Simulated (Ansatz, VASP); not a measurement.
**MgO in VASP and in Ansatz**

```
Mg O
1.0
     0.00000    2.07959    2.07959
     2.07959    0.00000    2.07959
     2.07959    2.07959    0.00000
Mg O
1 1
Direct
  0.00000 0.00000 0.00000
  0.50000 0.50000 0.50000
```

Alike in both runs: functional LDA; k mesh 20 × 20 × 20; occupations fermi-dirac, width 0.05 eV; no spin polarisation.

Ansatz relaxed the structure, and its values are those at the end. VASP's run is a single point on that final structure, the one shown.

|  | VASP | Ansatz |
| --- | --- | --- |
| version | VASP 6.6.1 | Ansatz 0.2.0 |
| potentials or method | VASP PAW LDA potentials, release 64 (Mg_sv, O) | PAW with Ansatz's default frozen-core files, scalar-relativistic |
| plane-wave cutoff (eV) | 840 | 420 |
| valence electrons in the cell | 16 | 16 |

|  | VASP | Ansatz | Ansatz less VASP |
| --- | --- | --- | --- |
| pressure (GPa) | 0.6 | 0.0 | -0.63 |

LDA's correlation is that of Perdew and Zunger in VASP and of Perdew and Wang (1992) in Ansatz.
